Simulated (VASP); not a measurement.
Wanted: the native input for a VASP 6.6.1 run.

```yaml
Task: single point
Functional: PBE
Potentials_or_basis: VASP PAW PBE potentials, release 64 (Be, Os)
Cutoff: 520 eV
k_mesh: 12 × 12 × 12
Occupations: gaussian, width 0.1 eV
Spin: no spin polarisation
Dipole_correction: no
Further_INCAR_settings: ALGO = Normal; EDIFF = 1e-06; NBANDS = 16
```

The structure of Be4Os lies in POSCAR:

```
Be4Os
1.0
   -2.5110815862      2.5110815862      1.8389075496
    2.5110815862     -2.5110815862      1.8389075496
    2.5110815862      2.5110815862     -1.8389075496
Be Os
4 1
Direct
    0.1979205231      0.5000000000      0.6979205231
    0.5000000000      0.1979205231      0.6979205231
    0.5000000000      0.8020794769      0.3020794769
    0.8020794769      0.5000000000      0.3020794769
    0.0000000000      0.0000000000      0.0000000000
```

One way to write it, as run:

INCAR

```
SYSTEM = Be4Os
PREC     = Accurate       ! precision mode
ENCUT    = 520            ! plane-wave cutoff, eV
EDIFF    = 1E-6           ! SCF threshold, eV
ISMEAR   = 0              ! smearing method
SIGMA    = 0.1            ! smearing width, eV
LREAL    = .False.        ! projectors in reciprocal space
LASPH    = .True.         ! aspherical terms in the spheres
NELM     = 100            ! most SCF steps
ALGO     = Normal         ! electronic algorithm
ISIF     = 2              ! what is computed and relaxed
LWAVE    = .False.        ! write WAVECAR
LCHARG   = .False.        ! write CHGCAR
GGA      = PE             ! functional
NBANDS   = 16             ! bands
```

KPOINTS

```
Automatic mesh
0
Gamma
  12 12 12
  0 0 0
```

Potentials or basis: VASP PAW PBE potentials, release 64 (Be, Os).

Command:

```bash
$ cat potpaw_PBE.64/Be/POTCAR potpaw_PBE.64/Os/POTCAR > POTCAR
$ mpirun -np 1 vasp_std > vasp.out
```

It gave:

```
Pressure               : 0.2 GPa
Largest force          : 0.006 eV/Å
Band gap on the k mesh : zero (band 8 reaches 8.96 eV, above the bottom of band 9 at 6.07 eV)
```

Caveat: spin-orbit coupling is left out, which moves the levels of the heavy elements.

Run time: 2 min on 1 thread of AMD EPYC 9R45 (Zen 5) (shared host), peak memory 0.22 GiB.
